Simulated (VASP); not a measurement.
ZnS (rocksalt type): electric field gradients with PBE

The system is ZnS (rocksalt type).

```
CELL_PARAMETERS angstrom
0.00000 2.55173 2.55173
2.55173 0.00000 2.55173
2.55173 2.55173 0.00000
ATOMIC_POSITIONS crystal
Zn 0.00000 0.00000 0.00000
S 0.50000 0.50000 0.50000
```

| Property | Result |
| --- | --- |
| Program | VASP 6.6.1 |
| Task | electric field gradients |
| Functional | PBE |
| Potentials or basis | VASP PAW PBE potentials, release 64 (Zn, S) |
| Cutoff | 520 eV |
| k mesh | 15 × 15 × 15 |
| Occupations | fermi-dirac, width 0.05 eV |
| Spin | no spin polarisation |
| Dipole correction | no |
| Further INCAR settings | ALGO = Normal; EDIFF = 1e-08; NBANDS = 16 |

- Pressure: 0.2 GPa
- Band gap on the k mesh: zero (band 9 reaches 3.80 eV, above the bottom of band 10 at 3.56 eV)

Levels at points of the mesh, in eV from the Fermi level:
| k point | band 6 | band 7 | band 8 | band 9 | band 10 | band 11 | band 12 | band 13 |
| --- | --- | --- | --- | --- | --- | --- | --- | --- |
| (0.00, 0.00, 0.00) | -6.32 | -0.65 | -0.65 | -0.65 | 1.71 | 8.99 | 8.99 | 8.99 |

Wall time 54 s on 1 thread of Intel(R) Xeon(R) 6975P-C (Granite Rapids), on a shared host, peak memory 0.19 GiB.

Caveat: without QUAD_EFG the Cq values of the log hold for a quadrupole moment of 1 mb, not for the nuclei.
